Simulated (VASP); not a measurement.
# CoSi (Pm-3m) in VASP: further runs

CoSi is run at these levels: PBE; tasks: single point.

Program: VASP 6.6.1. These are calculated values, not measurements. Logs are shortened: lines on timing, memory, paths and dates and some standing lists are left out, and cuts for length are marked.

## 1. The cell of the first run

It takes space group Pm-3m (No. 221, cubic). Conventional cell: a = 2.781 Å, b = 2.781 Å, c = 2.781 Å, α = 90.00°, β = 90.00°, γ = 90.00°. Co (site symmetry m-3m) has 8 Si at 2.41 Å and 6 Co at 2.78 Å within 3.2 Å. Within 3.2 Å of Si (site symmetry m-3m) lie 8 Co at 2.41 Å and 6 Si at 2.78 Å.

## 2. Single point, PBE, collinear spin, zero start

File INCAR:

```
ALGO     = Normal         # electronic algorithm
EDIFF    = 1E-7           # SCF threshold, eV
ENCUT    = 520            # plane-wave cutoff, eV
GGA      = PE             # functional
ISIF     = 2              # what is computed and relaxed
ISMEAR   = -1             # smearing method
ISPIN    = 2              # spin polarisation
LASPH    = T              # aspherical terms in the spheres
LCHARG   = F              # write CHGCAR
LMAXMIX  = 4              # l up to which the mixer works
LORBIT   = 11             # projections on sites
LREAL    = F              # projectors in reciprocal space
LWAVE    = F              # write WAVECAR
MAGMOM   = 0 0            # initial moments
NBANDS   = 18             # bands
NELM     = 150            # most SCF steps
NUPDOWN  = 0.0            # fixed moment
PREC     = Accurate       # precision mode
SIGMA    = 0.03           # smearing width, eV
```

File KPOINTS:

```
k-points
0
Gamma
  14 14 14
```

File POSCAR:

```
CoSi
1.0
    2.7813340000      0.0000000000      0.0000000000
    0.0000000000      2.7813340000      0.0000000000
    0.0000000000      0.0000000000      2.7813340000
Co Si
1 1
Direct
    0.0000000000      0.0000000000      0.0000000000
    0.5000000000      0.5000000000      0.5000000000
```

Potentials or basis: VASP PAW PBE potentials, release 64 (Co, Si).

On the command line:

```
$ cat potpaw_PBE.64/Co/POTCAR potpaw_PBE.64/Si/POTCAR > POTCAR
$ mpirun -np 1 vasp_std > vasp.out
```

OUTCAR:

```text
EDIFF = 1E-7
   ENCUT = 520
   GGA = PE
   ISIF = 2
   ISMEAR = -1
   ISPIN = 2
   LASPH = T
   LORBIT = 11
   LREAL = F
   NELM = 150
   NUPDOWN = 0.0
   PREC = Accurate

 ion  position               nearest neighbor table
   1  0.000  0.000  0.000-   2 2.41   2 2.41   2 2.41   2 2.41   2 2.41   2 2.41   2 2.41   2 2.41

   2  0.500  0.500  0.500-   1 2.41   1 2.41   1 2.41   1 2.41   1 2.41   1 2.41   1 2.41   1 2.41

  LATTYP: Found a simple cubic cell.
 ALAT       =     2.7813340000

  Lattice vectors:

 A1 = (   2.7813340000,   0.0000000000,   0.0000000000)
 A2 = (   0.0000000000,   2.7813340000,   0.0000000000)
 A3 = (   0.0000000000,   0.0000000000,   2.7813340000)

Analysis of symmetry for initial positions (statically):
=====================================================================
 Subroutine PRICEL returns:
 Original cell was already a primitive cell.

 Routine SETGRP: Setting up the symmetry group for a
 simple cubic supercell.

 Subroutine GETGRP returns: Found 48 space group operations
 (whereof 48 operations were pure point group operations)
 out of a pool of 48 trial point group operations.

The static configuration has the point symmetry O_h .

Analysis of symmetry for dynamics (positions and initial velocities):
=====================================================================
 Subroutine PRICEL returns:
 Original cell was already a primitive cell.

 Routine SETGRP: Setting up the symmetry group for a
 simple cubic supercell.

 Subroutine GETGRP returns: Found 48 space group operations
 (whereof 48 operations were pure point group operations)
 out of a pool of 48 trial point group operations.

The dynamic configuration has the point symmetry O_h .

Analysis of structural, dynamic, and magnetic symmetry:
=====================================================================
 Subroutine PRICEL returns:
 Original cell was already a primitive cell.

 Routine SETGRP: Setting up the symmetry group for a
 simple cubic supercell.

 Subroutine GETGRP returns: Found 48 space group operations
 (whereof 48 operations were pure point group operations)
 out of a pool of 48 trial point group operations.

The overall configuration has the point symmetry O_h .

 Subroutine INISYM returns: Found 48 space group operations
 (whereof 48 operations are pure point group operations),
[... 114 lines left out ...]
   IMIX   =      4    mixing-type and parameters
     AMIX     =   0.40;   BMIX     =  1.00
     AMIX_MAG =   1.60;   BMIX_MAG =  1.00
  volume/ion in A,a.u.               =      10.76        72.60
  Fermi-wavevector in a.u.,A,eV,Ry     =   1.384000  2.615381 26.061367  1.915456
  Thomas-Fermi vector in A             =   2.508545
   LORBIT       =     11    0 simple, 1 ext, 2 COOP (PROOUT), +10 PAW based schemes
   GGA     = PE    functional components
   LHFCALC =     F    Hartree Fock is set to
   AEXX    =    0.0000 exact exchange contribution
   IVDW    =     0    specifies the selected vdW correction
   LEPSILON=     F    determine dielectric tensor
   LRPA    =     F    only Hartree local field effects (RPA)
 spin polarized calculation
  energy-cutoff  :      520.00
  volume of cell :       21.52
 maximum number of plane-waves:       595
 NGX is ok and might be reduce to    24
   NGX = 11   NGY = 11   NGZ = 11

 number of electron      13.0000003 magnetization      -0.0000000

 number of electron      13.0000003 magnetization       0.0000000

 Free energy of the ion-electron system (eV)
  ---------------------------------------------------
  ext. energy  EPLUGINS =         0.00000000
  ---------------------------------------------------
  free energy    TOTEN  =       -13.26554842 eV

  energy without entropy =      -13.25926883  energy(sigma->0) =      -13.26240863

 E-fermi :  12.7168     XC(G=0): -12.9407

 val. band max:       12.7083281648   @ k =   0.3571   0.2857   0.0714
 cond. band min:      12.7234392783   @ k =   0.3571   0.2143   0.0714
 fundamental gap:      0.0151111135
 Fermi energy:        12.7167842247

 spin component 1

 k-point     1 :       0.0000    0.0000    0.0000
  band No.  band energies     occupation
      1      -1.4149      1.00000
      2       9.0595      1.00000
      3       9.0595      1.00000
      4      11.5299      1.00000
      5      11.5299      1.00000
      6      11.5299      1.00000
[... 493 lines left out ...]
     17      35.0092      0.00000
     18      38.3715      0.00000

 [... further k-points ...]

 spin component 2

 k-point     1 :       0.0000    0.0000    0.0000
  band No.  band energies     occupation
      1      -1.4149      1.00000
      2       9.0595      1.00000
      3       9.0595      1.00000
      4      11.5299      1.00000
      5      11.5299      1.00000
      6      11.5299      1.00000
[... 493 lines left out ...]
     17      35.0092      0.00000
     18      38.3589      0.00000

 [... further k-points ...]

------------------------ aborting loop because EDIFF is reached ----------------------------------------

  FORCE on cell =-STRESS in cart. coord.  units (eV):
  Direction    XX          YY          ZZ          XY          YZ          ZX
  --------------------------------------------------------------------------------------
  -------------------------------------------------------------------------------------
  Total       -0.0598936     -0.0598936     -0.0598936     -0.0000000     -0.0000000      0.0000000
  in kB       -4.4599694     -4.4599694     -4.4599694     -0.0000000     -0.0000000      0.0000000
  external PRESSURE =      -4.4599694 kB  Pullay stress =       0.0000000 kB

 VOLUME and BASIS-vectors are now :
 -----------------------------------------------------------------------------
  energy-cutoff  :      520.00
  volume of cell :       21.52
      direct lattice vectors                 reciprocal lattice vectors
     2.781334000  0.000000000  0.000000000     0.359539703  0.000000000  0.000000000
     0.000000000  2.781334000  0.000000000     0.000000000  0.359539703  0.000000000
     0.000000000  0.000000000  2.781334000     0.000000000  0.000000000  0.359539703

 POSITION                                       TOTAL-FORCE (eV/Angst)
 -----------------------------------------------------------------------------------
      0.00000      0.00000      0.00000         0.000000      0.000000      0.000000
      1.39067      1.39067      1.39067         0.000000      0.000000      0.000000
 -----------------------------------------------------------------------------------
    total drift:                                0.000000      0.000000      0.000000

  FREE ENERGIE OF THE ION-ELECTRON SYSTEM (eV)
  ---------------------------------------------------
  free  energy   TOTEN  =       -13.2655484239 eV

  energy  without entropy=      -13.2592688326  energy(sigma->0) =      -13.26240863

 total charge

# of ion       s       p       d       tot
------------------------------------------
    1        0.439   0.579   7.600   8.617
    2        0.711   0.861   0.000   1.571
--------------------------------------------------
tot          1.149   1.439   7.600  10.189

 magnetization (x)

# of ion       s       p       d       tot
------------------------------------------
    1       -0.000  -0.000  -0.000  -0.000
    2       -0.000  -0.000   0.000  -0.000
--------------------------------------------------
tot         -0.000  -0.000  -0.000  -0.000
```

OSZICAR:

```text
N       E                     dE             d eps       ncg     rms          rms(c)
DAV:   1     0.452129236267E+02    0.45213E+02   -0.50605E+03  8920   0.747E+02
DAV:   2    -0.121291978632E+02   -0.57342E+02   -0.50504E+02  9610   0.165E+02
DAV:   3    -0.146818713031E+02   -0.25527E+01   -0.24772E+01 10302   0.361E+01
DAV:   4    -0.147132204943E+02   -0.31349E-01   -0.31305E-01 10242   0.356E+00
DAV:   5    -0.147139325411E+02   -0.71205E-03   -0.71197E-03 10548   0.547E-01    0.142E+01
DAV:   6    -0.175179790562E+02   -0.28040E+01   -0.38534E+01  9566   0.713E+01    0.164E+01
DAV:   7    -0.132962104449E+02    0.42218E+01   -0.18948E+01  9824   0.485E+01    0.252E+00
DAV:   8    -0.132794554994E+02    0.16755E-01   -0.17490E-01 10502   0.279E+00    0.136E+00
DAV:   9    -0.132657240174E+02    0.13731E-01   -0.35272E-02 11686   0.208E+00    0.264E-01
DAV:  10    -0.132655889898E+02    0.13503E-03   -0.46307E-04 10202   0.209E-01    0.109E-01
DAV:  11    -0.132655535694E+02    0.35420E-04   -0.17233E-04 13170   0.118E-01    0.169E-02
DAV:  12    -0.132655501764E+02    0.33930E-05   -0.27778E-06 11434   0.123E-02    0.861E-03
DAV:  13    -0.132655487335E+02    0.14429E-05   -0.10208E-06 10232   0.742E-03    0.239E-03
DAV:  14    -0.132655484095E+02    0.32400E-06   -0.29879E-07  5452   0.432E-03    0.992E-04
DAV:  15    -0.132655484239E+02   -0.14388E-07   -0.30468E-08  4912   0.127E-03
   1 F= -.13265548E+02 E0= -.13262409E+02  d E =-.627959E-02  mag=    -0.0000
```

stdout:

```text
POSCAR found type information on POSCAR CoSi
 POSCAR found :  2 types and       2 ions
 scaLAPACK will be used
 LDA part: xc-table for (Slater+PW92), standard interpolation
 POSCAR, INCAR and KPOINTS ok, starting setup
 FFT: planning ... GRIDC
 FFT: planning ... GRID_SOFT
 FFT: planning ... GRID
 WAVECAR not read
 entering main loop
```

Wall time 36 s (1 thread of Intel Xeon Platinum 8559C (Emerald Rapids), shared host); peak memory 0.19 GiB.

What came out:

```
Free energy                                           : -13.2655 eV
Pressure                                              : -0.4 GPa
Net moment                                            : 0.00 μB per cell
Valence electrons inside the program's atomic spheres : Co 8.62; Si 1.57
```

Caveat: the total moment is fixed, so each spin has its own Fermi level.

## 3. Single point, PBE, collinear spin, zero start

File INCAR:

```
SYSTEM = CoSi
PREC = Accurate
ENCUT = 520
EDIFF = 1E-6
ISMEAR = -1
SIGMA = 0.03
LREAL = .False.
LASPH = .True.
NELM = 150
ALGO = Normal
ISIF = 2
LWAVE = .False.
LCHARG = .False.
ISPIN = 2
MAGMOM = 0 0
LORBIT = 11
NUPDOWN = 0.0
LMAXMIX = 4
GGA = PE
NBANDS = 18
```

File KPOINTS:

```
regular mesh
0
Gamma
  14 14 14
  0 0 0
```

POSCAR is that of step 2.

Potentials or basis: VASP PAW PBE potentials, release 64 (Co, Si).

On the command line:

```
$ cat potpaw_PBE.64/Co/POTCAR potpaw_PBE.64/Si/POTCAR > POTCAR
$ mpirun -np 1 vasp_std > vasp.out
```

OUTCAR:

```text
SYSTEM = CoSi
   PREC = Accurate
   ENCUT = 520
   EDIFF = 1E-6
   ISMEAR = -1
   LREAL = .False.
   LASPH = .True.
   NELM = 150
   ISIF = 2
   ISPIN = 2
   LORBIT = 11
   NUPDOWN = 0.0
   GGA = PE

 ion  position               nearest neighbor table
   1  0.000  0.000  0.000-   2 2.41   2 2.41   2 2.41   2 2.41   2 2.41   2 2.41   2 2.41   2 2.41

   2  0.500  0.500  0.500-   1 2.41   1 2.41   1 2.41   1 2.41   1 2.41   1 2.41   1 2.41   1 2.41

  LATTYP: Found a simple cubic cell.
 ALAT       =     2.7813340000

  Lattice vectors:

 A1 = (   2.7813340000,   0.0000000000,   0.0000000000)
 A2 = (   0.0000000000,   2.7813340000,   0.0000000000)
 A3 = (   0.0000000000,   0.0000000000,   2.7813340000)

Analysis of symmetry for initial positions (statically):
=====================================================================
 Subroutine PRICEL returns:
 Original cell was already a primitive cell.

 Routine SETGRP: Setting up the symmetry group for a
 simple cubic supercell.

 Subroutine GETGRP returns: Found 48 space group operations
 (whereof 48 operations were pure point group operations)
 out of a pool of 48 trial point group operations.

The static configuration has the point symmetry O_h .

Analysis of symmetry for dynamics (positions and initial velocities):
=====================================================================
 Subroutine PRICEL returns:
 Original cell was already a primitive cell.

 Routine SETGRP: Setting up the symmetry group for a
 simple cubic supercell.

 Subroutine GETGRP returns: Found 48 space group operations
 (whereof 48 operations were pure point group operations)
 out of a pool of 48 trial point group operations.

The dynamic configuration has the point symmetry O_h .

Analysis of structural, dynamic, and magnetic symmetry:
=====================================================================
 Subroutine PRICEL returns:
 Original cell was already a primitive cell.

 Routine SETGRP: Setting up the symmetry group for a
 simple cubic supercell.

 Subroutine GETGRP returns: Found 48 space group operations
 (whereof 48 operations were pure point group operations)
[... 148 lines left out ...]
  free energy    TOTEN  =       -13.26554840 eV

  energy without entropy =      -13.25926879  energy(sigma->0) =      -13.26240859

 E-fermi :  12.7168     XC(G=0): -12.9407

 val. band max:       12.7083303878   @ k =   0.3571   0.2857   0.0714
 cond. band min:      12.7234419560   @ k =   0.3571   0.2143   0.0714
 fundamental gap:      0.0151115682
 Fermi energy:        12.7167888549

 spin component 1

 k-point     1 :       0.0000    0.0000    0.0000
  band No.  band energies     occupation
      1      -1.4149      1.00000
      2       9.0595      1.00000
      3       9.0595      1.00000
      4      11.5299      1.00000
      5      11.5299      1.00000
      6      11.5299      1.00000
[... 493 lines left out ...]
     17      35.0092      0.00000
     18      38.3787      0.00000

 [... further k-points ...]

 spin component 2

 k-point     1 :       0.0000    0.0000    0.0000
  band No.  band energies     occupation
      1      -1.4149      1.00000
      2       9.0595      1.00000
      3       9.0595      1.00000
      4      11.5299      1.00000
      5      11.5299      1.00000
      6      11.5299      1.00000
[... 493 lines left out ...]
     17      35.0092      0.00000
     18      38.3596      0.00000

 [... further k-points ...]

------------------------ aborting loop because EDIFF is reached ----------------------------------------

  FORCE on cell =-STRESS in cart. coord.  units (eV):
  Direction    XX          YY          ZZ          XY          YZ          ZX
  --------------------------------------------------------------------------------------
  -------------------------------------------------------------------------------------
  Total       -0.0613568     -0.0613568     -0.0613568     -0.0000000     -0.0000000     -0.0000000
  in kB       -4.5689244     -4.5689244     -4.5689244     -0.0000000     -0.0000000     -0.0000000
  external PRESSURE =      -4.5689244 kB  Pullay stress =       0.0000000 kB

 VOLUME and BASIS-vectors are now :
 -----------------------------------------------------------------------------
  energy-cutoff  :      520.00
  volume of cell :       21.52
      direct lattice vectors                 reciprocal lattice vectors
     2.781334000  0.000000000  0.000000000     0.359539703  0.000000000  0.000000000
     0.000000000  2.781334000  0.000000000     0.000000000  0.359539703  0.000000000
     0.000000000  0.000000000  2.781334000     0.000000000  0.000000000  0.359539703

 POSITION                                       TOTAL-FORCE (eV/Angst)
 -----------------------------------------------------------------------------------
      0.00000      0.00000      0.00000         0.000000      0.000000      0.000000
      1.39067      1.39067      1.39067         0.000000      0.000000      0.000000
 -----------------------------------------------------------------------------------
    total drift:                                0.000000      0.000000      0.000000

  FREE ENERGIE OF THE ION-ELECTRON SYSTEM (eV)
  ---------------------------------------------------
  free  energy   TOTEN  =       -13.2655483982 eV

  energy  without entropy=      -13.2592687857  energy(sigma->0) =      -13.26240859

 total charge

# of ion       s       p       d       tot
------------------------------------------
    1        0.439   0.579   7.600   8.617
    2        0.711   0.861   0.000   1.571
--------------------------------------------------
tot          1.149   1.439   7.600  10.189

 magnetization (x)

# of ion       s       p       d       tot
------------------------------------------
    1       -0.000   0.000  -0.000  -0.000
    2       -0.000  -0.000   0.000  -0.000
--------------------------------------------------
tot         -0.000  -0.000  -0.000  -0.000
```

OSZICAR:

```text
N       E                     dE             d eps       ncg     rms          rms(c)
DAV:   1     0.452129236267E+02    0.45213E+02   -0.50605E+03  8920   0.747E+02
DAV:   2    -0.121291978632E+02   -0.57342E+02   -0.50504E+02  9610   0.165E+02
DAV:   3    -0.146818713031E+02   -0.25527E+01   -0.24772E+01 10302   0.361E+01
DAV:   4    -0.147132204943E+02   -0.31349E-01   -0.31305E-01 10242   0.356E+00
DAV:   5    -0.147139325411E+02   -0.71205E-03   -0.71197E-03 10548   0.547E-01    0.142E+01
DAV:   6    -0.175179790562E+02   -0.28040E+01   -0.38534E+01  9566   0.713E+01    0.164E+01
DAV:   7    -0.132962104449E+02    0.42218E+01   -0.18948E+01  9824   0.485E+01    0.252E+00
DAV:   8    -0.132794554994E+02    0.16755E-01   -0.17490E-01 10502   0.279E+00    0.136E+00
DAV:   9    -0.132657240174E+02    0.13731E-01   -0.35272E-02 11686   0.208E+00    0.264E-01
DAV:  10    -0.132655889898E+02    0.13503E-03   -0.46307E-04 10202   0.209E-01    0.109E-01
DAV:  11    -0.132655535694E+02    0.35420E-04   -0.17233E-04 13170   0.118E-01    0.169E-02
DAV:  12    -0.132655501707E+02    0.33987E-05   -0.27095E-06  9226   0.123E-02    0.854E-03
DAV:  13    -0.132655487230E+02    0.14477E-05   -0.10350E-06  5356   0.695E-03    0.237E-03
DAV:  14    -0.132655483982E+02    0.32483E-06   -0.33630E-07  4852   0.404E-03
   1 F= -.13265548E+02 E0= -.13262409E+02  d E =-.627961E-02  mag=     0.0000
```

stdout:

```text
POSCAR found type information on POSCAR CoSi
 POSCAR found :  2 types and       2 ions
 scaLAPACK will be used
 LDA part: xc-table for (Slater+PW92), standard interpolation
 POSCAR, INCAR and KPOINTS ok, starting setup
 FFT: planning ... GRIDC
 FFT: planning ... GRID_SOFT
 FFT: planning ... GRID
 WAVECAR not read
 entering main loop
```

Run time: 32 s. Hardware: 1 thread of Intel Xeon Platinum 8559C (Emerald Rapids), shared host; peak memory 0.2 GiB.

Results:

```yaml
Free_energy: -13.2655 eV
Pressure: -0.5 GPa
Net_moment: 0.00 μB per cell
Valence_electrons_inside_the_program's_atomic_spheres: Co 8.62; Si 1.57
```

Caveat: the total moment is fixed, so each spin has its own Fermi level.

(Continued in part 2 of 2.)
